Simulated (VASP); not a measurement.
# Ag (P6_3/mmc) in VASP: further runs

The runs below take Ag through single point, with RPBE.

Program: VASP 6.6.1. These are calculated values, not measurements. Logs are shortened: lines on timing, memory, paths and dates and some standing lists are left out, and cuts for length are marked.

## 1. The cell of the first run

It takes space group P6_3/mmc (No. 194, hexagonal). Conventional cell: a = 2.952 Å, b = 2.952 Å, c = 4.773 Å, α = 90.00°, β = 90.00°, γ = 120.00°. Within 3.9 Å of Ag (site symmetry -6m2) lie 12 Ag at 2.93 to 2.95 Å.

## 2. Single point, RPBE (volume scaled by 0.96)

INCAR

```
SYSTEM = Ag
PREC = Accurate ; ENCUT = 520
EDIFF = 1E-6 ; ISMEAR = -1
SIGMA = 0.1 ; LREAL = .False.
LASPH = .True. ; NELM = 100
ALGO = Normal ; ISIF = 2
LWAVE = .False. ; LCHARG = .False.
GGA = RP ; NBANDS = 18
```

KPOINTS

```
Automatic mesh
0
Gamma
  14 14 8
  0 0 0
```

POSCAR

```
Ag
1.0
    2.9515269261      0.0000000000      0.0000000000
   -1.4757634631      2.5560972980      0.0000000000
    0.0000000000      0.0000000000      4.7730089197
Ag
2
Direct
    0.3333333333      0.6666666667      0.2500000000
    0.6666666667      0.3333333333      0.7500000000
```

Potentials or basis: VASP PAW PBE potentials, release 64 (Ag).

On the command line:

```console
> cat potpaw_PBE.64/Ag/POTCAR > POTCAR
> mpirun -np 1 vasp_std > vasp.out
```

OUTCAR:

```text
SYSTEM = Ag
   PREC = Accurate
   ENCUT = 520
   EDIFF = 1E-6
   ISMEAR = -1
   LREAL = .False.
   LASPH = .True.
   NELM = 100
   ISIF = 2
   GGA = RP

 ion  position               nearest neighbor table
   1  0.333  0.667  0.250-   2 2.93   2 2.93   2 2.93   2 2.93   2 2.93   2 2.93
   2  0.667  0.333  0.750-   1 2.93   1 2.93   1 2.93   1 2.93   1 2.93   1 2.93

  LATTYP: Found a hexagonal cell.
 ALAT       =     2.9515269261
 C/A-ratio  =     1.6171320944

  Lattice vectors:

 A1 = (   2.9515269261,   0.0000000000,   0.0000000000)
 A2 = (  -1.4757634631,   2.5560972980,   0.0000000000)
 A3 = (   0.0000000000,   0.0000000000,   4.7730089197)

Analysis of symmetry for initial positions (statically):
=====================================================================
 Subroutine PRICEL returns:
 Original cell was already a primitive cell.

 Routine SETGRP: Setting up the symmetry group for a
 hexagonal supercell.

 Subroutine GETGRP returns: Found 24 space group operations
 (whereof 12 operations were pure point group operations)
 out of a pool of 24 trial point group operations.

The static configuration has the point symmetry D_3d.
 The point group associated with its full space group is D_6h.

Analysis of symmetry for dynamics (positions and initial velocities):
=====================================================================
 Subroutine PRICEL returns:
 Original cell was already a primitive cell.

 Routine SETGRP: Setting up the symmetry group for a
 hexagonal supercell.

 Subroutine GETGRP returns: Found 24 space group operations
 (whereof 12 operations were pure point group operations)
 out of a pool of 24 trial point group operations.

The dynamic configuration has the point symmetry D_3d.
 The point group associated with its full space group is D_6h.

 Subroutine INISYM returns: Found 24 space group operations
 (whereof 12 operations are pure point group operations),
 and found     1 'primitive' translations

----------------------------------------------------------------------------------------

                                     Primitive cell

  volume of cell :      36.0094

  direct lattice vectors                    reciprocal lattice vectors
     2.951526926  0.000000000  0.000000000     0.338807683  0.195610707  0.000000000
    -1.475763463  2.556097298  0.000000000     0.000000000  0.391221414  0.000000000
     0.000000000  0.000000000  4.773008920     0.000000000  0.000000000  0.209511446

  length of vectors
     2.951526926  2.951526926  4.773008920     0.391221414  0.391221414  0.209511446

  position of ions in fractional coordinates (direct lattice)
     0.333333333  0.666666667  0.250000000
     0.666666667  0.333333333  0.750000000

  ion indices of the primitive-cell ions
   primitive index   ion index
                 1           1
                 2           2

----------------------------------------------------------------------------------------

 KPOINTS: Automatic mesh

Automatic generation of k-mesh.
 Grid dimensions read from file:
 generate k-points for:   14   14    8

 Generating k-lattice:

  Cartesian coordinates                     Fractional coordinates (reciprocal lattice)
     0.024200549  0.013972193  0.000000000     0.071428571 -0.000000000  0.000000000
     0.000000000  0.027944387  0.000000000     0.000000000  0.071428571  0.000000000
     0.000000000  0.000000000  0.026188931     0.000000000  0.000000000  0.125000000

  Length of vectors
     0.027944387  0.027944387  0.026188931

  Shift w.r.t. Gamma in fractional coordinates (k-lattice)
     0.000000000  0.000000000  0.000000000

 Subroutine IBZKPT returns following result:
 ===========================================

 Found    120 irreducible k-points:

 Following reciprocal coordinates:
            Coordinates               Weight
  0.000000  0.000000  0.000000      1.000000
  0.071429 -0.000000  0.000000      6.000000
  0.142857 -0.000000  0.000000      6.000000
  0.214286 -0.000000  0.000000      6.000000
  0.285714  0.000000  0.000000      6.000000
  0.357143  0.000000  0.000000      6.000000
[... 16 lines left out ...]
  0.285714  0.285714  0.000000      6.000000
  0.357143  0.285714  0.000000      6.000000
 [... further k-points ...]
   k-points           NKPTS =    120   k-points in BZ     NKDIM =    120   number of bands    NBANDS=     18
   number of dos      NEDOS =    301   number of ions     NIONS =      2
   total plane-waves  NPLWV =  20736
   dimension x,y,z NGX =    24 NGY =   24 NGZ =   36
   dimension x,y,z NGXF=    48 NGYF=   48 NGZF=   72
   ions per type =               2
   NGX,Y,Z   is equivalent  to a cutoff of  13.52, 13.52, 12.54 a.u.
   NGXF,Y,Z  is equivalent  to a cutoff of  27.04, 27.04, 25.08 a.u.
 SYSTEM =  Ag
   PREC   = accura    normal or accurate (medium, high low for compatibility)
   ISTART =      0    job   : 0-new  1-cont  2-samecut
   ICHARG =      2    charge: 1-file 2-atom 10-const
   ISPIN  =      1    spin polarized calculation?
   LNONCOLLINEAR =      F non collinear calculations
   LSORBIT =      F    spin-orbit coupling
   LASPH  =      T    aspherical Exc in radial PAW
   ENCUT  =  520.0 eV  38.22 Ry    6.18 a.u.   5.49  5.49  8.87*2*pi/ulx,y,z
   NELM   =    100;   NELMIN=  2; NELMDL= -5     # of ELM steps
   EDIFF  = 0.1E-05   stopping-criterion for ELM
   LREAL  =      F    real-space projection
   EDIFFG = 0.1E-04   stopping-criterion for IOM
   NSW    =      0    number of steps for IOM
   IBRION =     -1    ionic relax: 0-MD 1-quasi-New 2-CG
   NFREE  =      0    steps in history (QN), initial steepest desc. (CG)
   ISIF   =      2    stress and relaxation
   ISYM   =      2    0-nonsym 1-usesym 2-fastsym
   POTIM  = 0.5000    time-step for ionic-motion
   TEBEG  =    0.0;   TEEND  =   0.0 temperature during run
   PSTRESS=    0.0 pullay stress
   NELECT =      22.0000    total number of electrons
   NUPDOWN=      -1.0000    fix difference up-down
   EMIN   =  10.00;   EMAX   =-10.00  energy-range for DOS
   EFERMI =   0.00;   METHOD = LEGACY
   ISMEAR =    -1;   SIGMA  =   0.10  broadening in eV -4-tet -1-fermi 0-gaus
   EFERMI_NEDOS =   21; number of points for ismear=-14 and -15
   IALGO  =     38    algorithm
   IMIX   =      4    mixing-type and parameters
     AMIX     =   0.40;   BMIX     =  1.00
     AMIX_MAG =   1.60;   BMIX_MAG =  1.00
  volume/ion in A,a.u.               =      18.00       121.50
  Fermi-wavevector in a.u.,A,eV,Ry     =   1.389132  2.625079 26.255005  1.929688
  Thomas-Fermi vector in A             =   2.513192
   LORBIT       =      0    0 simple, 1 ext, 2 COOP (PROOUT), +10 PAW based schemes
   GGA     = RP    functional components
   LHFCALC =     F    Hartree Fock is set to
   AEXX    =    0.0000 exact exchange contribution
   IVDW    =     0    specifies the selected vdW correction
   LEPSILON=     F    determine dielectric tensor
   LRPA    =     F    only Hartree local field effects (RPA)
 non-spin polarized calculation
  energy-cutoff  :      520.00
  volume of cell :       36.01
 maximum number of plane-waves:      1002
 NGX is ok and might be reduce to    24
   NGX = 11   NGY = 11   NGZ = 17

 number of electron      22.0000006 magnetization

 Free energy of the ion-electron system (eV)
  ---------------------------------------------------
  ext. energy  EPLUGINS =         0.00000000
  ---------------------------------------------------
  free energy    TOTEN  =        -4.38805573 eV

  energy without entropy =       -4.36968878  energy(sigma->0) =       -4.37887225

 E-fermi :   7.8402     XC(G=0): -11.7483

 val. band max:        7.8288367234   @ k =   0.4286   0.0714   0.2500
 cond. band min:       7.9472436245   @ k =   0.5000   0.0000   0.0000
 fundamental gap:      0.1184069011
 Fermi energy:         7.8402463436

 k-point     1 :       0.0000    0.0000    0.0000
  band No.  band energies     occupation
      1       0.4982      2.00000
      2       1.7759      2.00000
      3       3.2404      2.00000
      4       3.2919      2.00000
      5       3.2919      2.00000
      6       3.5142      2.00000
[... 10 lines left out ...]
     17      25.3819      0.00000
     18      25.4151      0.00000

 k-point     2 :       0.0714   -0.0000    0.0000
  band No.  band energies     occupation
      1       0.6324      2.00000
      2       1.8497      2.00000
      3       3.1368      2.00000
      4       3.3595      2.00000
      5       3.3903      2.00000
      6       3.4916      2.00000
[... 10 lines left out ...]
     17      25.4983      0.00000
     18      26.0451      0.00000

 k-point     3 :       0.1429   -0.0000    0.0000
  band No.  band energies     occupation
      1       1.0144      2.00000
      2       2.0340      2.00000
      3       3.0037      2.00000
      4       3.4047      2.00000
      5       3.5094      2.00000
      6       3.5536      2.00000
[... 10 lines left out ...]
     17      25.6112      0.00000
     18      25.8785      0.00000

 k-point     4 :       0.2143   -0.0000    0.0000
  band No.  band energies     occupation
      1       1.5531      2.00000
      2       2.1879      2.00000
      3       2.9691      2.00000
      4       3.1288      2.00000
      5       3.3638      2.00000
      6       3.5121      2.00000
[... 10 lines left out ...]
     17      23.8261      0.00000
     18      25.3888      0.00000

 k-point     5 :       0.2857    0.0000    0.0000
  band No.  band energies     occupation
      1       1.9810      2.00000
      2       2.1656      2.00000
      3       2.7294      2.00000
      4       3.2215      2.00000
      5       3.3785      2.00000
      6       3.4269      2.00000
[... 10 lines left out ...]
     17      22.4122      0.00000
     18      24.1900      0.00000

 k-point     6 :       0.3571    0.0000    0.0000
  band No.  band energies     occupation
      1       1.9737      2.00000
      2       2.1794      2.00000
      3       2.4129      2.00000
      4       3.2674      2.00000
      5       3.5418      2.00000
      6       3.6315      2.00000
[... 10 lines left out ...]
     17      20.2407      0.00000
     18      24.0633      0.00000

 k-point     7 :       0.4286   -0.0000    0.0000
  band No.  band energies     occupation
      1       1.8692      2.00000
      2       2.1686      2.00000
      3       2.2147      2.00000
      4       3.1945      2.00000
      5       3.5584      2.00000
      6       3.6640      2.00000
[... 10 lines left out ...]
     17      18.7083      0.00000
     18      23.5939      0.00000

 k-point     8 :       0.5000    0.0000    0.0000
  band No.  band energies     occupation
      1       1.8288      2.00000
      2       2.1476      2.00000
      3       2.1551      2.00000
      4       3.1692      2.00000
      5       3.5332      2.00000
      6       3.7076      2.00000
[... 10 lines left out ...]
     17      18.1647      0.00000
     18      23.4336      0.00000
[... 229 lines left out ...]
     17      18.0878      0.00000
     18      22.0907      0.00000

 k-point    20 :       0.2143    0.2143    0.0000
  band No.  band energies     occupation
      1       2.4318      2.00000
      2       2.4381      2.00000
      3       2.5245      2.00000
      4       2.9510      2.00000
      5       3.1356      2.00000
      6       3.5750      2.00000
[... 10 lines left out ...]
     17      21.6772      0.00000
     18      21.7720      0.00000

 k-point    21 :       0.2857    0.2143    0.0000
  band No.  band energies     occupation
      1       2.2721      2.00000
      2       2.3985      2.00000
      3       2.5484      2.00000
      4       3.1126      2.00000
      5       3.2039      2.00000
      6       3.5240      2.00000
[... 10 lines left out ...]
     17      19.9284      0.00000
     18      21.1265      0.00000

 k-point    22 :       0.3571    0.2143    0.0000
  band No.  band energies     occupation
      1       2.1846      2.00000
      2       2.3441      2.00000
      3       2.5565      2.00000
      4       3.1338      2.00000
      5       3.3607      2.00000
      6       3.4171      2.00000
[... 10 lines left out ...]
     17      18.5134      0.00000
     18      20.9084      0.00000

 k-point    23 :       0.2857    0.2857    0.0000
  band No.  band energies     occupation
      1       2.1959      2.00000
      2       2.5507      2.00000
      3       2.6223      2.00000
      4       3.1338      2.00000
      5       3.1429      2.00000
      6       3.3908      2.00000
[... 10 lines left out ...]
     17      19.1257      0.00000
     18      19.2773      0.00000

 k-point    24 :       0.3571    0.2857    0.0000
  band No.  band energies     occupation
      1       2.1698      2.00000
      2       2.5957      2.00000
      3       2.6633      2.00000
      4       3.1104      2.00000
      5       3.1819      2.00000
      6       3.3024      2.00000
[... 10 lines left out ...]
     17      18.1066      0.00000
     18      19.0629      0.00000

 [... further k-points ...]
[... 5 lines left out ...]
  --------------------------------------------------------------------------------------
  -------------------------------------------------------------------------------------
  Total        0.6665819      0.6665819      0.8464588     -0.0000000     -0.0000000      0.0000000
  in kB       29.6583983     29.6583983     37.6617102     -0.0000000     -0.0000000      0.0000000
  external PRESSURE =      32.3261690 kB  Pullay stress =       0.0000000 kB

 VOLUME and BASIS-vectors are now :
 -----------------------------------------------------------------------------
  energy-cutoff  :      520.00
  volume of cell :       36.01
      direct lattice vectors                 reciprocal lattice vectors
     2.951526926  0.000000000  0.000000000     0.338807683  0.195610707  0.000000000
    -1.475763463  2.556097298  0.000000000     0.000000000  0.391221414  0.000000000
     0.000000000  0.000000000  4.773008920     0.000000000  0.000000000  0.209511446

 POSITION                                       TOTAL-FORCE (eV/Angst)
 -----------------------------------------------------------------------------------
     -0.00000      1.70406      1.19325        -0.000000      0.000000      0.000000
      1.47576      0.85203      3.57976         0.000000     -0.000000      0.000000
 -----------------------------------------------------------------------------------
    total drift:                                0.000000     -0.000000      0.000000

  FREE ENERGIE OF THE ION-ELECTRON SYSTEM (eV)
  ---------------------------------------------------
  free  energy   TOTEN  =        -4.3880557280 eV

  energy  without entropy=       -4.3696887812  energy(sigma->0) =       -4.37887225
```

Wall time 22 s (1 thread of Intel Xeon 6975P-C (Granite Rapids), shared host); peak memory 0.2 GiB.

Results:

```yaml
Free_energy: -4.3881 eV
Pressure: 3.2 GPa
Band_gap_on_the_k_mesh: zero (band 11 reaches 11.38 eV, above the bottom of band 12 at 4.45 eV)
```

Levels at points of the mesh, in eV from the Fermi level:
```csv
k point,band 7,band 8,band 9,band 10,band 11,band 12,band 13,band 14,band 15,band 16
"(0.00, 0.00, 0.00)",-4.33,-4.05,-4.05,-3.10,-3.10,-0.16,3.46,15.40,17.54,17.54
"(0.50, 0.00, 0.00)",-3.71,-3.01,-2.92,-2.87,0.11,1.40,6.76,6.99,9.04,10.08
"(0.00, 0.00, 0.50)",-4.33,-4.33,-3.39,-3.39,-3.39,-3.39,10.97,10.97,15.75,15.75
"(0.50, 0.00, 0.50)",-3.14,-3.14,-2.92,-2.92,0.84,0.84,4.29,4.29,13.16,13.16
```

Caveat: the cell differs from its parent crystal (volume scaled by 0.96); the PAW data sets were made with another functional, which shifts forces and pressure a little.

## 3. Single point, RPBE

This run uses another cell than the first one, of 18.75 Å³/atom, 1.042 times its volume.

INCAR

```
SYSTEM = Ag
ALGO = Normal
EDIFF = 1E-6
ENCUT = 520
GGA = RP
ISIF = 2
ISMEAR = -1
LASPH = .True.
LCHARG = .False.
LREAL = .False.
LWAVE = .False.
NBANDS = 18
NELM = 100
PREC = Accurate
SIGMA = 0.1
```

KPOINTS

```
k-points
0
Gamma
  14 14 8
  0 0 0
```

POSCAR

```
Ag
1.0
    2.9919638267      0.0000000000      0.0000000000
   -1.4959819133      2.5911166811      0.0000000000
    0.0000000000      0.0000000000      4.8384007294
Ag
2
Direct
    0.3333333333      0.6666666667      0.2500000000
    0.6666666667      0.3333333333      0.7500000000
```

Potentials or basis: VASP PAW PBE potentials, release 64 (Ag).

On the command line:

```console
> cat potpaw_PBE.64/Ag/POTCAR > POTCAR
> mpirun -np 1 vasp_std > vasp.out
```

Wall time 20 s (1 thread of Intel Xeon 6975P-C (Granite Rapids), shared host); peak memory 0.19 GiB.

The run converged. Its results:

| Property | Result |
| --- | --- |
| Free energy | -4.4028 eV |
| Pressure | -0.1 GPa |
| Band gap on the k mesh | zero (band 11 reaches 10.78 eV, above the bottom of band 12 at 3.98 eV) |

Stress tensor (GPa, compression positive):
```
-0.32  0.00  0.00
 0.00 -0.32  0.00
 0.00  0.00  0.32
```

Levels at points of the mesh, in eV from the Fermi level:
| k point | band 9 | band 10 | band 11 | band 12 | band 13 | band 14 |
| --- | --- | --- | --- | --- | --- | --- |
| (0.00, 0.00, 0.00) | -3.97 | -3.09 | -3.09 | -0.06 | 3.24 | 15.26 |
| (0.50, 0.00, 0.00) | -2.92 | -2.88 | 0.12 | 1.30 | 6.57 | 6.82 |
| (0.00, 0.00, 0.50) | -3.35 | -3.35 | -3.35 | -3.35 | 10.66 | 10.66 |
| (0.50, 0.00, 0.50) | -2.92 | -2.92 | 0.88 | 0.88 | 4.07 | 4.07 |

Caveat: the PAW data sets were made with another functional, which shifts forces and pressure a little.

## 4. Single point, RPBE (volume scaled by 1.04)

INCAR

```
PREC = Accurate
ENCUT = 520
EDIFF = 1E-6
ISMEAR = -1
SIGMA = 0.1
LREAL = F
LASPH = T
NELM = 100
ALGO = Normal
ISIF = 2
LWAVE = F
LCHARG = T
GGA = RP
LELF = T
LVHAR = T
NBANDS = 18
```

KPOINTS

```
Automatic mesh
0
Gamma
  14 14 8
```

POSCAR

```
Ag
1.0
    3.0313362869      0.0000000000      0.0000000000
   -1.5156681434      2.6252142319      0.0000000000
    0.0000000000      0.0000000000      4.9020711985
Ag
2
Direct
    0.3333333333      0.6666666667      0.2500000000
    0.6666666667      0.3333333333      0.7500000000
```

On the command line:

```console
> cat potpaw_PBE.64/Ag/POTCAR > POTCAR
> mpirun -np 1 vasp_std > vasp.out
```

It took 20 s on 1 thread of Intel Xeon 6975P-C (Granite Rapids), shared host; peak memory 0.2 GiB.

It converged, with:

```
Free energy            : -4.3901 eV
Pressure               : -2.6 GPa
Band gap on the k mesh : zero (band 11 reaches 10.23 eV, above the bottom of band 12 at 3.54 eV)
```

Stress tensor (GPa, compression positive):
```
-2.81  0.00  0.00
 0.00 -2.81  0.00
 0.00  0.00 -2.30
```

Levels at points of the mesh, in eV from the Fermi level:
| k point | band 8 | band 9 | band 10 | band 11 | band 12 | band 13 | band 14 | band 15 |
| --- | --- | --- | --- | --- | --- | --- | --- | --- |
| (0.00, 0.00, 0.00) | -3.90 | -3.90 | -3.07 | -3.07 | 0.02 | 3.05 | 15.12 | 16.61 |
| (0.50, 0.00, 0.00) | -2.99 | -2.92 | -2.88 | 0.13 | 1.21 | 6.40 | 6.65 | 8.34 |
| (0.00, 0.00, 0.50) | -4.07 | -3.32 | -3.32 | -3.32 | -3.32 | 10.37 | 10.37 | 15.45 |
| (0.50, 0.00, 0.50) | -3.09 | -2.92 | -2.92 | 0.92 | 0.92 | 3.86 | 3.86 | 12.53 |

Caveat: the cell differs from its parent crystal (volume scaled by 1.04); the PAW data sets were made with another functional, which shifts forces and pressure a little.

(Part 1 of 2 ends here.)
